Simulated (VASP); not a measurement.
# LiSi16 (a cell with a defect) in VASP: single point with PBE+D3(BJ)

Aim: the single point of LiSi16 (a cell with a defect) with PBE+D3(BJ).

All numbers are computed with VASP 6.6.1; they aren't measurements. Logs are shortened: lines on timing, memory, paths and dates and some standing lists are left out, and cuts for length are marked.

## 1. The cell of the first run

The cell holds a defect, 17 atoms: a = 7.679 Å, b = 7.679 Å, c = 7.679 Å, α = 60.00°, β = 60.00°, γ = 60.00°.

## 2. Single point, PBE+D3(BJ)

INCAR reads:

```
  PREC = Accurate
  ENCUT = 520
  EDIFF = 1E-7
  ISMEAR = -1
  SIGMA = 0.05
  LREAL = Auto
  LASPH = T
  NELM = 60
  ALGO = Normal
  ISIF = 2
  LWAVE = F
  LCHARG = F
  GGA = PE
  IVDW = 12
  NBANDS = 48
  NELECT = 66.0
```

KPOINTS reads:

```
Automatic mesh
0
Gamma
  2 2 2
```

POSCAR reads:

```
LiSi16
1.0
    0.0000000000      5.4300000000      5.4300000000
    5.4300000000      0.0000000000      5.4300000000
    5.4300000000      5.4300000000      0.0000000000
Si Li
16 1
Direct
    0.0074272560      0.0061701657     -0.0147860037
    0.1246652855      0.1412671271      0.1199934622
    0.0073756906      0.0064546961      0.5071587477
    0.1564377532      0.1161158379      0.6168197053
   -0.0245918969      0.5098044199      0.0105088398
    0.1252956722      0.6191304788      0.1198348987
    0.0074267035      0.4845099448      0.5068745856
    0.1246649171      0.6192894107      0.6419713628
    0.4985064457      0.0057900552     -0.0010009208
    0.6334548803      0.1248103131      0.1183642726
    0.5279427256     -0.0090068140      0.4916987109
    0.6334486188      0.1249394107      0.6256449355
    0.4991873849      0.4981409761     -0.0011533149
    0.6038188766      0.6324479742      0.1331534991
    0.4985062615      0.4982935543      0.5064955801
    0.6334544199      0.6176588398      0.6255161142
    0.0633733886      0.8138906998      0.3145947514
```

Potentials or basis: VASP PAW PBE potentials, release 64 (Si, Li_sv).

On the command line:

```
$ cat potpaw_PBE.64/Si/POTCAR potpaw_PBE.64/Li_sv/POTCAR > POTCAR
$ mpirun -np 1 vasp_std > vasp.out
```

OUTCAR:

```text
PREC = Accurate
   ENCUT = 520
   EDIFF = 1E-7
   ISMEAR = -1
   LREAL = Auto
   LASPH = T
   NELM = 60
   ISIF = 2
   GGA = PE
   IVDW = 12
   NELECT = 66.0
 IVDW          = 12

 ion  position               nearest neighbor table
   1  0.007  0.006  0.985-   4 2.32  17 2.34  10 2.35   6 2.43   2 2.43
   2  0.125  0.141  0.120-   5 2.32  17 2.34   9 2.35   1 2.43   3 2.43
   3  0.007  0.006  0.507-   4 2.32  17 2.34  12 2.35   2 2.43   8 2.43
   4  0.156  0.116  0.617-   3 2.32   7 2.32   1 2.32  11 2.33
   5  0.975  0.510  0.011-   2 2.32   8 2.32   6 2.32  14 2.33
   6  0.125  0.619  0.120-   5 2.32  13 2.34  17 2.35   7 2.43   1 2.43
   7  0.007  0.485  0.507-   4 2.32  17 2.34  16 2.35   6 2.43   8 2.43
   8  0.125  0.619  0.642-   5 2.32  17 2.34  15 2.35   7 2.43   3 2.43
   9  0.499  0.006  0.999-  10 2.34  12 2.34  14 2.34   2 2.35
  10  0.633  0.125  0.118-  13 2.34   9 2.34  11 2.34   1 2.35
  11  0.528  0.991  0.492-   4 2.33  16 2.34  10 2.34  12 2.34
  12  0.633  0.125  0.626-   9 2.34  15 2.34  11 2.34   3 2.35
  13  0.499  0.498  0.999-  16 2.34  10 2.34  14 2.34   6 2.34
  14  0.604  0.632  0.133-   5 2.33  13 2.34  15 2.34   9 2.34
  15  0.499  0.498  0.506-  16 2.34  12 2.34  14 2.34   8 2.35
  16  0.633  0.618  0.626-  13 2.34  15 2.34  11 2.34   7 2.35
  17  0.063  0.814  0.315-   3 2.34   1 2.34   7 2.34   2 2.34   8 2.34   6 2.35

  LATTYP: Found a face centered cubic cell.
 ALAT       =    10.8600000000

  Lattice vectors:

 A1 = (   0.0000000000,   5.4300000000,   5.4300000000)
 A2 = (   5.4300000000,   0.0000000000,   5.4300000000)
 A3 = (   5.4300000000,   5.4300000000,   0.0000000000)

Analysis of symmetry for initial positions (statically):
=====================================================================
 Subroutine PRICEL returns:
 Original cell was already a primitive cell.

 Routine SETGRP: Setting up the symmetry group for a
 face centered cubic supercell.

 Subroutine GETGRP returns: Found  2 space group operations
 (whereof  1 operations were pure point group operations)
 out of a pool of 48 trial point group operations.

The static configuration has the point symmetry C_1 .
 The point group associated with its full space group is C_1h.

Analysis of symmetry for dynamics (positions and initial velocities):
=====================================================================
 Subroutine PRICEL returns:
 Original cell was already a primitive cell.

 Routine SETGRP: Setting up the symmetry group for a
 face centered cubic supercell.

 Subroutine GETGRP returns: Found  2 space group operations
 (whereof  1 operations were pure point group operations)
[... 121 lines left out ...]
   ISYM   =      2    0-nonsym 1-usesym 2-fastsym
   POTIM  = 0.5000    time-step for ionic-motion
   TEBEG  =    0.0;   TEEND  =   0.0 temperature during run
   PSTRESS=    0.0 pullay stress
   NELECT =      66.0000    total number of electrons
   NUPDOWN=      -1.0000    fix difference up-down
   EMIN   =  10.00;   EMAX   =-10.00  energy-range for DOS
   EFERMI =   0.00;   METHOD = LEGACY
   ISMEAR =    -1;   SIGMA  =   0.05  broadening in eV -4-tet -1-fermi 0-gaus
   EFERMI_NEDOS =   21; number of points for ismear=-14 and -15
   IALGO  =     38    algorithm
   IMIX   =      4    mixing-type and parameters
     AMIX     =   0.40;   BMIX     =  1.00
     AMIX_MAG =   1.60;   BMIX_MAG =  1.00
  volume/ion in A,a.u.               =      18.84       127.11
  Fermi-wavevector in a.u.,A,eV,Ry     =   0.967044  1.827449 12.723821  0.935174
  Thomas-Fermi vector in A             =   2.096897
   LORBIT       =      0    0 simple, 1 ext, 2 COOP (PROOUT), +10 PAW based schemes
   GGA     = PE    functional components
   LHFCALC =     F    Hartree Fock is set to
   AEXX    =    0.0000 exact exchange contribution
   IVDW    =    12    specifies the selected vdW correction
   LEPSILON=     F    determine dielectric tensor
   LRPA    =     F    only Hartree local field effects (RPA)
 non-spin polarized calculation
  energy-cutoff  :      520.00
  volume of cell :      320.21
 maximum number of plane-waves:      8646
 NGX is ok and might be reduce to    60
   NGX = 29   NGY = 29   NGZ = 29

 number of electron      66.0000002 magnetization

 Free energy of the ion-electron system (eV)
  ---------------------------------------------------
  ext. energy  EPLUGINS =         0.00000000
  ---------------------------------------------------
  free energy    TOTEN  =       -92.92204203 eV

  energy without entropy =      -92.91272981  energy(sigma->0) =      -92.91738592

 E-fermi :   6.2106     XC(G=0):  -9.4409

 val. band max:        6.0540603131   @ k =   0.0000   0.0000   0.0000
 cond. band min:       6.3216777144   @ k =   0.0000   0.0000   0.0000
 fundamental gap:      0.2676174013
 Fermi energy:         6.2105813971

 k-point     1 :       0.0000    0.0000    0.0000
  band No.  band energies     occupation
      1     -40.2182      2.00000
      2      -5.9085      2.00000
      3      -3.6736      2.00000
      4      -3.6074      2.00000
      5      -3.6072      2.00000
      6      -3.5599      2.00000
[... 277 lines left out ...]
     44      10.2759      0.00000
     45      10.3425      0.00000
 [bands above 45 left out]

------------------------ aborting loop because EDIFF is reached ----------------------------------------

 Edisp (eV)   -5.45944

 E8    (eV) :    -2.2624

  FORCE on cell =-STRESS in cart. coord.  units (eV):
  Direction    XX          YY          ZZ          XY          YZ          ZX
  --------------------------------------------------------------------------------------
  -------------------------------------------------------------------------------------
  Total      -5.81161    -5.79438    -5.79438     0.88868    -0.91048     0.88868
  in kB     -29.07889   -28.99266   -28.99266     4.44657    -4.55566     4.44657
  external pressure =      -29.02 kB  Pullay stress =        0.00 kB

 VOLUME and BASIS-vectors are now :
 -----------------------------------------------------------------------------
  energy-cutoff  :      520.00
  volume of cell :      320.21
      direct lattice vectors                 reciprocal lattice vectors
     0.000000000  5.430000000  5.430000000    -0.092081031  0.092081031  0.092081031
     5.430000000  0.000000000  5.430000000     0.092081031 -0.092081031  0.092081031
     5.430000000  5.430000000  0.000000000     0.092081031  0.092081031 -0.092081031

 POSITION                                       TOTAL-FORCE (eV/Angst)
 -----------------------------------------------------------------------------------
      5.38322      5.39004      0.07383        -0.012551     -0.011460      0.006688
      1.41864      1.32850      1.44401        -0.001758     -0.004848      0.005432
      2.78892      2.79392      0.07510        -0.002597      0.002958      0.002958
      3.97984      4.19879      1.47997        -0.011529      0.002725      0.002725
      2.82530      5.35353      8.06470        -0.002547     -0.001982     -0.001982
      4.01258      1.33106      4.04223        -0.008235     -0.009399     -0.009399
[... 9 lines left out ...]
      6.75044      6.83621      6.79355         0.001889      0.006858      0.005488
      6.12768      2.05237      4.76354         0.012189     -0.024418     -0.024418
 -----------------------------------------------------------------------------------
    total drift:                                0.000065     -0.002894      0.000516

  FREE ENERGIE OF THE ION-ELECTRON SYSTEM (eV)
  ---------------------------------------------------
  free  energy   TOTEN  =       -98.3814856787 eV

  energy  without entropy=      -98.3721734589  energy(sigma->0) =      -98.37682957
```

stdout:

```text
POSCAR found type information on POSCAR SiLi
 POSCAR found :  2 types and      17 ions
 scaLAPACK will be used
 LDA part: xc-table for (Slater+PW92), standard interpolation
 POSCAR, INCAR and KPOINTS ok, starting setup
 FFT: planning ... GRIDC
 FFT: planning ... GRID_SOFT
 FFT: planning ... GRID
 WAVECAR not read
 entering main loop
 the old and the new charge density differ
 old charge density:    67.00000 new   66.00000
    0.143E+01
```

Run time: 2 min. Hardware: 1 thread of Intel Xeon 6975P-C (Granite Rapids), shared host; peak memory 0.46 GiB.

What came out:

| Item | Value |
| --- | --- |
| Free energy | -98.3815 eV |
| Largest force | 0.037 eV/Å |
| Dispersion energy per atom | -0.321 eV |

Forces on the atoms (eV/Å):
```
Si  -0.013 -0.011  0.007
Si  -0.002 -0.005  0.005
Si  -0.003  0.003  0.003
Si  -0.012  0.003  0.003
Si  -0.003 -0.002 -0.002
Si  -0.008 -0.009 -0.009
Si  -0.013  0.007 -0.011
Si  -0.002  0.005 -0.005
Si   0.008  0.001  0.005
Si   0.002  0.005  0.007
Si   0.000  0.009  0.009
Si   0.006  0.007  0.007
Si   0.008  0.000  0.000
Si   0.007  0.000  0.000
Si   0.008  0.005  0.001
Si   0.002  0.007  0.005
Li   0.012 -0.024 -0.024
```

Levels at points of the mesh, in eV from the Fermi level:
```csv
k point,band 29,band 30,band 31,band 32,band 33,band 34,band 35,band 36,band 37,band 38
"(0.00, 0.00, 0.00)",-1.36,-1.21,-0.21,-0.16,-0.16,0.11,0.47,0.47,0.57,0.57
"(0.50, 0.00, 0.00)",-2.18,-0.97,-0.97,-0.88,-0.88,1.09,1.10,1.15,1.55,1.55
"(0.00, 0.50, 0.00)",-2.27,-0.99,-0.98,-0.96,-0.90,0.89,1.12,1.28,1.32,1.40
"(0.50, 0.50, 0.50)",-2.27,-0.99,-0.98,-0.96,-0.90,0.89,1.12,1.28,1.32,1.40
"(0.50, 0.50, 0.00)",-1.98,-1.59,-1.56,-1.48,-1.44,0.79,0.96,2.03,2.12,2.27
"(0.00, 0.50, 0.50)",-1.98,-1.59,-1.56,-1.48,-1.44,0.79,0.96,2.03,2.12,2.27
```

Caveat: the k points lie up to 0.50 Å⁻¹ apart; the cell carries a net charge on a neutralising background, which shifts energy and pressure; the cell is charged against a uniform background, so pressure and absolute levels hang on convention; the cutoff is under 1.25 times the usual one of these potentials, so pressure, stress and relaxed cells hold a basis-set (Pulay) error.
